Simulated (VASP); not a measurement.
# TaTl in VASP: notebook

TaTl is run at these levels: PBE; tasks: single point.

All numbers are computed with VASP 6.6.1; they aren't measurements. Logs are shortened: lines on timing, memory, paths and dates and some standing lists are left out, and cuts for length are marked.

### 1 The cell of the first run

It takes space group P4/mmm (No. 123, tetragonal). The conventional cell has a = 3.518 Å, b = 3.518 Å, c = 4.347 Å, α = 90.00°, β = 90.00°, γ = 90.00°. Within 4.3 Å of Ta (site symmetry 4/mmm) lie 8 Tl at 3.30 Å and 4 Ta at 3.52 Å. Within 4.3 Å of Tl (site symmetry 4/mmm) lie 8 Ta at 3.30 Å and 4 Tl at 3.52 Å.

### 2 Single point, PBE (volume scaled by 1.04)

INCAR

```
SYSTEM = TaTl
PREC = Accurate
ENCUT = 520
EDIFF = 1E-6
ISMEAR = -1
SIGMA = 0.05
LREAL = .FALSE.
LASPH = .TRUE.
NELM = 60
ALGO = Fast
ISIF = 2
LWAVE = .FALSE.
LCHARG = .TRUE.
GGA = PE
LELF = .TRUE.
LVHAR = .TRUE.
NBANDS = 19
```

KPOINTS

```
Automatic mesh
0
G
  8 8 6
  0 0 0
```

POSCAR

```
TaTl
1.0
    3.5178811297      0.0000000000      0.0000000000
    0.0000000000      3.5178811297      0.0000000000
    0.0000000000      0.0000000000      4.3469184368
Ta Tl
1 1
Direct
    0.5000000000      0.5000000000      0.5000000000
    0.0000000000      0.0000000000      0.0000000000
```

Potentials or basis: VASP PAW PBE potentials, release 64 (Ta_pv, Tl_d).

The run is started by

```console
cat potpaw_PBE.64/Ta_pv/POTCAR potpaw_PBE.64/Tl_d/POTCAR > POTCAR
mpirun -np 1 vasp_std > vasp.out
```

OUTCAR:

```text
SYSTEM = TaTl
   PREC = Accurate
   ENCUT = 520
   EDIFF = 1E-6
   ISMEAR = -1
   LREAL = .FALSE.
   LASPH = .TRUE.
   NELM = 60
   ISIF = 2
   GGA = PE

 ion  position               nearest neighbor table
   1  0.500  0.500  0.500-   2 3.30   2 3.30   2 3.30   2 3.30   2 3.30   2 3.30   2 3.30   2 3.30

   2  0.000  0.000  0.000-   1 3.30   1 3.30   1 3.30   1 3.30   1 3.30   1 3.30   1 3.30   1 3.30

  LATTYP: Found a simple tetragonal cell.
 ALAT       =     3.5178811297
 C/A-ratio  =     1.2356638205

  Lattice vectors:

 A1 = (   3.5178811297,   0.0000000000,   0.0000000000)
 A2 = (   0.0000000000,   3.5178811297,   0.0000000000)
 A3 = (   0.0000000000,   0.0000000000,   4.3469184368)

Analysis of symmetry for initial positions (statically):
=====================================================================
 Subroutine PRICEL returns:
 Original cell was already a primitive cell.

 Routine SETGRP: Setting up the symmetry group for a
 simple tetragonal supercell.

 Subroutine GETGRP returns: Found 16 space group operations
 (whereof 16 operations were pure point group operations)
 out of a pool of 16 trial point group operations.

The static configuration has the point symmetry D_4h.

Analysis of symmetry for dynamics (positions and initial velocities):
=====================================================================
 Subroutine PRICEL returns:
 Original cell was already a primitive cell.

 Routine SETGRP: Setting up the symmetry group for a
 simple tetragonal supercell.

 Subroutine GETGRP returns: Found 16 space group operations
 (whereof 16 operations were pure point group operations)
 out of a pool of 16 trial point group operations.

The dynamic configuration has the point symmetry D_4h.

 Subroutine INISYM returns: Found 16 space group operations
 (whereof 16 operations are pure point group operations),
 and found     1 'primitive' translations

----------------------------------------------------------------------------------------

                                     Primitive cell

  volume of cell :      53.7952

  direct lattice vectors                    reciprocal lattice vectors
     3.517881130  0.000000000  0.000000000     0.284262021  0.000000000  0.000000000
     0.000000000  3.517881130  0.000000000     0.000000000  0.284262021  0.000000000
     0.000000000  0.000000000  4.346918437     0.000000000  0.000000000  0.230048025

  length of vectors
     3.517881130  3.517881130  4.346918437     0.284262021  0.284262021  0.230048025

  position of ions in fractional coordinates (direct lattice)
[... 73 lines left out ...]
   ISPIN  =      1    spin polarized calculation?
   LNONCOLLINEAR =      F non collinear calculations
   LSORBIT =      F    spin-orbit coupling
   LASPH  =      T    aspherical Exc in radial PAW
   ENCUT  =  520.0 eV  38.22 Ry    6.18 a.u.   6.54  6.54  8.08*2*pi/ulx,y,z
   NELM   =     60;   NELMIN=  2; NELMDL= -5     # of ELM steps
   EDIFF  = 0.1E-05   stopping-criterion for ELM
   LREAL  =      F    real-space projection
   EDIFFG = 0.1E-04   stopping-criterion for IOM
   NSW    =      0    number of steps for IOM
   IBRION =     -1    ionic relax: 0-MD 1-quasi-New 2-CG
   NFREE  =      0    steps in history (QN), initial steepest desc. (CG)
   ISIF   =      2    stress and relaxation
   ISYM   =      2    0-nonsym 1-usesym 2-fastsym
   POTIM  = 0.5000    time-step for ionic-motion
   TEBEG  =    0.0;   TEEND  =   0.0 temperature during run
   PSTRESS=    0.0 pullay stress
   NELECT =      24.0000    total number of electrons
   NUPDOWN=      -1.0000    fix difference up-down
   EMIN   =  10.00;   EMAX   =-10.00  energy-range for DOS
   EFERMI =   0.00;   METHOD = LEGACY
   ISMEAR =    -1;   SIGMA  =   0.05  broadening in eV -4-tet -1-fermi 0-gaus
   EFERMI_NEDOS =   21; number of points for ismear=-14 and -15
   IALGO  =     68    algorithm
   IMIX   =      4    mixing-type and parameters
     AMIX     =   0.40;   BMIX     =  1.00
     AMIX_MAG =   1.60;   BMIX_MAG =  1.00
  volume/ion in A,a.u.               =      26.90       181.51
  Fermi-wavevector in a.u.,A,eV,Ry     =   1.250923  2.363902 21.290516  1.564809
  Thomas-Fermi vector in A             =   2.384895
   LORBIT       =      0    0 simple, 1 ext, 2 COOP (PROOUT), +10 PAW based schemes
   GGA     = PE    functional components
   LHFCALC =     F    Hartree Fock is set to
   AEXX    =    0.0000 exact exchange contribution
   IVDW    =     0    specifies the selected vdW correction
   LEPSILON=     F    determine dielectric tensor
   LRPA    =     F    only Hartree local field effects (RPA)
 non-spin polarized calculation
 RMM-DIIS sequential band-by-band and
  energy-cutoff  :      520.00
  volume of cell :       53.80
 maximum number of plane-waves:      1473
 NGX is ok and might be reduce to    28
   NGX = 13   NGY = 13   NGZ = 17

 number of electron      24.0000000 magnetization

 Free energy of the ion-electron system (eV)
  ---------------------------------------------------
  ext. energy  EPLUGINS =         0.00000000
  ---------------------------------------------------
  free energy    TOTEN  =       -11.58589259 eV

  energy without entropy =      -11.57186157  energy(sigma->0) =      -11.57887708

 E-fermi :   5.1892     XC(G=0): -10.6255

 val. band max:        5.1533596666   @ k =   0.2500   0.2500   0.3333
 cond. band min:       5.2348725013   @ k =   0.3750   0.2500   0.1667
 fundamental gap:      0.0815128347
 Fermi energy:         5.1892401359

 k-point     1 :       0.0000    0.0000    0.0000
  band No.  band energies     occupation
      1     -30.3687      2.00000
      2     -30.2092      2.00000
      3     -30.2092      2.00000
      4      -6.2592      2.00000
      5      -6.0979      2.00000
      6      -5.8770      2.00000
[... 505 lines left out ...]
      6      -5.9874      2.00000
[... 11 lines left out ...]
     18      12.3594      0.00000
     19      13.4989      0.00000

 [... further k-points ...]
[... 5 lines left out ...]
  --------------------------------------------------------------------------------------
  -------------------------------------------------------------------------------------
  Total       -6.5435099     -6.5435099     -4.5129829      0.0000000      0.0000000      0.0000000
  in kB     -194.8846063   -194.8846063   -134.4096533      0.0000000      0.0000000      0.0000000
  external PRESSURE =    -174.7262887 kB  Pullay stress =       0.0000000 kB

 VOLUME and BASIS-vectors are now :
 -----------------------------------------------------------------------------
  energy-cutoff  :      520.00
  volume of cell :       53.80
      direct lattice vectors                 reciprocal lattice vectors
     3.517881130  0.000000000  0.000000000     0.284262021  0.000000000  0.000000000
     0.000000000  3.517881130  0.000000000     0.000000000  0.284262021  0.000000000
     0.000000000  0.000000000  4.346918437     0.000000000  0.000000000  0.230048025

 POSITION                                       TOTAL-FORCE (eV/Angst)
 -----------------------------------------------------------------------------------
      1.75894      1.75894      2.17346         0.000000      0.000000      0.000000
      0.00000      0.00000      0.00000         0.000000      0.000000      0.000000
 -----------------------------------------------------------------------------------
    total drift:                               -0.000000      0.000000      0.000000

  FREE ENERGIE OF THE ION-ELECTRON SYSTEM (eV)
  ---------------------------------------------------
  free  energy   TOTEN  =       -11.5858925867 eV

  energy  without entropy=      -11.5718615691  energy(sigma->0) =      -11.57887708
```

OSZICAR:

```text
N       E                     dE             d eps       ncg     rms          rms(c)
DAV:   1     0.146832030967E+03    0.14683E+03   -0.13187E+04  2344   0.119E+03
DAV:   2    -0.921082162515E+01   -0.15604E+03   -0.15344E+03  2632   0.309E+02
DAV:   3    -0.126026758386E+02   -0.33919E+01   -0.33518E+01  2748   0.416E+01
DAV:   4    -0.126319398245E+02   -0.29264E-01   -0.29161E-01  2541   0.379E+00
DAV:   5    -0.126322957763E+02   -0.35595E-03   -0.35594E-03  2593   0.450E-01    0.779E+00
RMM:   6    -0.116498214998E+02    0.98247E+00   -0.14460E+00  2331   0.622E+00    0.292E+00
RMM:   7    -0.115909647779E+02    0.58857E-01   -0.34980E-01  2428   0.350E+00    0.146E+00
RMM:   8    -0.115859210415E+02    0.50437E-02   -0.26602E-02  2536   0.106E+00    0.686E-01
RMM:   9    -0.115861992797E+02   -0.27824E-03   -0.72673E-03  2642   0.482E-01    0.158E-01
RMM:  10    -0.115858585959E+02    0.34068E-03   -0.11394E-03  2521   0.219E-01    0.621E-02
RMM:  11    -0.115858859448E+02   -0.27349E-04   -0.32189E-04  2703   0.926E-02    0.400E-02
RMM:  12    -0.115858922639E+02   -0.63191E-05   -0.42585E-05  2774   0.391E-02    0.480E-03
RMM:  13    -0.115858923318E+02   -0.67860E-07   -0.11676E-05  2381   0.189E-02    0.918E-03
RMM:  14    -0.115858925867E+02   -0.25492E-06   -0.24113E-06  1770   0.855E-03
   1 F= -.11585893E+02 E0= -.11578877E+02  d E =-.140310E-01
```

stdout:

```text
POSCAR found type information on POSCAR TaTl
 POSCAR found :  2 types and       2 ions
 scaLAPACK will be used
 LDA part: xc-table for (Slater+PW92), standard interpolation
 POSCAR, INCAR and KPOINTS ok, starting setup
 FFT: planning ... GRIDC
 FFT: planning ... GRID_SOFT
 FFT: planning ... GRID
 WAVECAR not read
 entering main loop
```

Wall time 48 s (1 thread of Intel Xeon Platinum 8259CL at 2.50GHz (Skylake/Cascade Lake), shared host); peak memory 0.2 GiB.

What came out:

| Property | Result |
| --- | --- |
| Free energy | -11.5859 eV |
| Pressure | -17.5 GPa |
| Band gap on the k mesh | zero (band 12 reaches 5.78 eV, above the bottom of band 13 at 4.99 eV) |

Levels at points of the mesh, in eV from the Fermi level:
```
           k point  band 10  band 11  band 12  band 13  band 14  band 15
(0.00, 0.00, 0.00)    -1.48    -1.23     0.59     1.27     1.27     1.93
(0.50, 0.00, 0.00)    -4.57    -1.46    -1.00     0.33     1.25     2.92
(0.50, 0.50, 0.00)    -1.07    -1.07    -0.68     0.10     0.10     1.51
(0.00, 0.00, 0.50)    -5.30    -1.29     0.29     0.29     0.53     1.87
(0.50, 0.00, 0.50)    -2.07    -1.88    -1.52     0.83     1.02     1.18
(0.50, 0.50, 0.50)    -2.54    -2.45    -2.45     1.04     2.85     3.24
```

Caveat: spin-orbit coupling is left out, which moves the levels of the heavy elements.

### 3 Single point, PBE (volume scaled by 1.06)

INCAR

```
SYSTEM = TaTl
PREC     = Accurate       ! precision mode
ENCUT    = 520            ! plane-wave cutoff, eV
EDIFF    = 1E-6           ! SCF threshold, eV
ISMEAR   = -1             ! smearing method
SIGMA    = 0.05           ! smearing width, eV
LREAL    = .False.        ! projectors in reciprocal space
LASPH    = .True.         ! aspherical terms in the spheres
NELM     = 80             ! most SCF steps
ALGO     = Normal         ! electronic algorithm
ISIF     = 2              ! what is computed and relaxed
LWAVE    = .False.        ! write WAVECAR
LCHARG   = .False.        ! write CHGCAR
GGA      = PE             ! functional
NBANDS   = 19             ! bands
```

KPOINTS

```
regular mesh
0
Gamma
  8 8 6
  0 0 0
```

POSCAR

```
TaTl
1.0
    3.5402886200      0.0000000000      0.0000000000
    0.0000000000      3.5402886200      0.0000000000
    0.0000000000      0.0000000000      4.3746065618
Ta Tl
1 1
Direct
    0.5000000000      0.5000000000      0.5000000000
    0.0000000000      0.0000000000      0.0000000000
```

Potentials or basis: VASP PAW PBE potentials, release 64 (Ta_pv, Tl_d).

The run is started by

```console
cat potpaw_PBE.64/Ta_pv/POTCAR potpaw_PBE.64/Tl_d/POTCAR > POTCAR
mpirun -np 1 vasp_std > vasp.out
```

OUTCAR:

```text
SYSTEM = TaTl
   PREC = Accurate
   ENCUT = 520
   EDIFF = 1E-6
   ISMEAR = -1
   LREAL = .False.
   LASPH = .True.
   NELM = 80
   ISIF = 2
   GGA = PE

 ion  position               nearest neighbor table
   1  0.500  0.500  0.500-   2 3.32   2 3.32   2 3.32   2 3.32   2 3.32   2 3.32   2 3.32   2 3.32

   2  0.000  0.000  0.000-   1 3.32   1 3.32   1 3.32   1 3.32   1 3.32   1 3.32   1 3.32   1 3.32

  LATTYP: Found a simple tetragonal cell.
 ALAT       =     3.5402886200
 C/A-ratio  =     1.2356638205

  Lattice vectors:

[... 191 lines left out ...]
      5      -6.2311      2.00000
      6      -6.0238      2.00000
[... 505 lines left out ...]
      6      -6.1300      2.00000
[... 11 lines left out ...]
     18      12.0755      0.00000
     19      13.2006      0.00000

 [... further k-points ...]
[... 5 lines left out ...]
  --------------------------------------------------------------------------------------
  -------------------------------------------------------------------------------------
  Total       -6.7774013     -6.7774013     -4.7471460      0.0000000     -0.0000000     -0.0000000
  in kB     -198.0420639   -198.0420639   -138.7160889      0.0000000     -0.0000000     -0.0000000
  external PRESSURE =    -178.2667389 kB  Pullay stress =       0.0000000 kB

 VOLUME and BASIS-vectors are now :
 -----------------------------------------------------------------------------
  energy-cutoff  :      520.00
  volume of cell :       54.83
      direct lattice vectors                 reciprocal lattice vectors
     3.540288620  0.000000000  0.000000000     0.282462846  0.000000000  0.000000000
     0.000000000  3.540288620  0.000000000     0.000000000  0.282462846  0.000000000
     0.000000000  0.000000000  4.374606562     0.000000000  0.000000000  0.228591986

 POSITION                                       TOTAL-FORCE (eV/Angst)
 -----------------------------------------------------------------------------------
      1.77014      1.77014      2.18730         0.000000      0.000000      0.000000
      0.00000      0.00000      0.00000         0.000000      0.000000      0.000000
 -----------------------------------------------------------------------------------
    total drift:                               -0.000000      0.000000      0.000000

  FREE ENERGIE OF THE ION-ELECTRON SYSTEM (eV)
  ---------------------------------------------------
  free  energy   TOTEN  =       -11.4723209728 eV

  energy  without entropy=      -11.4580388479  energy(sigma->0) =      -11.46517991
```

OSZICAR:

```text
N       E                     dE             d eps       ncg     rms          rms(c)
DAV:   1     0.146105171903E+03    0.14611E+03   -0.13196E+04  2328   0.119E+03
DAV:   2    -0.904434531561E+01   -0.15515E+03   -0.15244E+03  2615   0.307E+02
DAV:   3    -0.125147466453E+02   -0.34704E+01   -0.34245E+01  2775   0.418E+01
DAV:   4    -0.125439753739E+02   -0.29229E-01   -0.29183E-01  2515   0.387E+00
DAV:   5    -0.125443547357E+02   -0.37936E-03   -0.37936E-03  2585   0.466E-01    0.759E+00
DAV:   6    -0.115412005607E+02    0.10032E+01   -0.31091E+00  2455   0.813E+00    0.258E+00
DAV:   7    -0.114790544863E+02    0.62146E-01   -0.18853E-01  2409   0.292E+00    0.159E+00
DAV:   8    -0.114725497645E+02    0.65047E-02   -0.26498E-02  2554   0.104E+00    0.653E-01
DAV:   9    -0.114722973501E+02    0.25241E-03   -0.25019E-03  2449   0.389E-01    0.593E-02
DAV:  10    -0.114723139261E+02   -0.16576E-04   -0.93191E-05  2586   0.655E-02    0.319E-02
DAV:  11    -0.114723210751E+02   -0.71490E-05   -0.17985E-05  2491   0.268E-02    0.445E-03
DAV:  12    -0.114723209728E+02    0.10225E-06   -0.14859E-06  1597   0.805E-03
   1 F= -.11472321E+02 E0= -.11465180E+02  d E =-.142821E-01
```

Run time: 43 s. Hardware: 1 thread of Intel Xeon Platinum 8259CL at 2.50GHz (Skylake/Cascade Lake), shared host; peak memory 0.21 GiB.

Results:

* Free energy: -11.4723 eV
* Pressure: -17.8 GPa
* Band gap on the k mesh: zero (band 12 reaches 5.61 eV, above the bottom of band 13 at 4.83 eV)

Caveat: spin-orbit coupling is left out, which moves the levels of the heavy elements.

### 4 Single point, PBE (atoms moved at random)

INCAR

```
  PREC = Accurate
  ENCUT = 520
  EDIFF = 1E-7
  ISMEAR = -1
  SIGMA = 0.05
  LREAL = F
  LASPH = T
  NELM = 80
  ALGO = Fast
  ISIF = 2
  LWAVE = F
  LCHARG = T
  GGA = PE
  LELF = T
  LVHAR = T
  NBANDS = 19
```

KPOINTS

```
regular mesh
0
Gamma
  8 8 6
```

POSCAR

```
TaTl
1.0
    3.4721891900      0.0000000000      0.0000000000
    0.0000000000      3.4721891900      0.0000000000
    0.0000000000      0.0000000000      4.2904585600
Ta Tl
1 1
Direct
    0.5033520000      0.4942260000      0.4999430000
    0.0058740000      0.0039200000      0.0011860000
```

The run is started by

```console
cat potpaw_PBE.64/Ta_pv/POTCAR potpaw_PBE.64/Tl_d/POTCAR > POTCAR
mpirun -np 1 vasp_std > vasp.out
```

Run time: 4.1 min. Hardware: 1 thread of Intel Xeon Platinum 8259CL at 2.50GHz (Skylake/Cascade Lake), shared host; peak memory 0.32 GiB.

It converged, with:

```yaml
Free_energy: -11.8041 eV
Pressure: -16.5 GPa
Largest_force: 0.033 eV/Å
Band_gap_on_the_k_mesh: zero (band 12 reaches 6.12 eV, above the bottom of band 13 at 5.33 eV)
```

Forces on the atoms (eV/Å):
```
Ta   0.007  0.025  0.020
Tl  -0.007 -0.025 -0.020
```

Stress tensor (GPa, compression positive):
```
-18.55   0.00   0.00
  0.00 -18.56   0.00
  0.00   0.00 -12.24
```

Levels at points of the mesh, in eV from the Fermi level:
| k point | band 10 | band 11 | band 12 | band 13 | band 14 | band 15 |
| --- | --- | --- | --- | --- | --- | --- |
| (0.00, 0.00, 0.00) | -1.53 | -1.30 | 0.58 | 1.35 | 1.36 | 2.04 |
| (0.50, 0.00, 0.00) | -4.74 | -1.55 | -1.07 | 0.34 | 1.32 | 3.10 |
| (0.00, 0.50, 0.00) | -4.73 | -1.55 | -1.07 | 0.34 | 1.32 | 3.10 |
| (0.50, 0.50, 0.00) | -1.16 | -1.15 | -0.65 | 0.12 | 0.12 | 1.70 |
| (0.00, 0.00, 0.50) | -5.46 | -1.37 | 0.30 | 0.30 | 0.56 | 1.98 |
| (0.50, 0.00, 0.50) | -2.19 | -1.90 | -1.59 | 0.88 | 1.10 | 1.25 |
| (0.00, 0.50, 0.50) | -2.19 | -1.91 | -1.58 | 0.88 | 1.10 | 1.25 |
| (0.50, 0.50, 0.50) | -2.69 | -2.60 | -2.59 | 1.12 | 3.03 | 3.38 |

Caveat: the cell differs from its parent crystal (atoms moved at random); spin-orbit coupling is left out, which moves the levels of the heavy elements.

### 5 Summary

| cell | gap on the mesh (eV) | pressure (GPa) |
| --- | --- | --- |
| a = 3.518, b = 3.518, c = 4.347 Å, 2 atoms | none | -17.5 |
| a = 3.540, b = 3.540, c = 4.375 Å, 2 atoms | none | -17.8 |
| a = 3.472, b = 3.472, c = 4.290 Å, 2 atoms | none | -16.5 |

Alike in all rows: task single point; level PBE; potentials or basis VASP PAW PBE potentials, release 64 (Ta_pv, Tl_d); no spin polarisation; k mesh 8 × 8 × 6; cutoff (eV) 520; smearing fermi-dirac 0.05 eV.

Caveats: spin-orbit coupling is left out, which moves the levels of the heavy elements.

Total energies depend on the potentials used, so only differences within one code and one set of settings carry meaning.
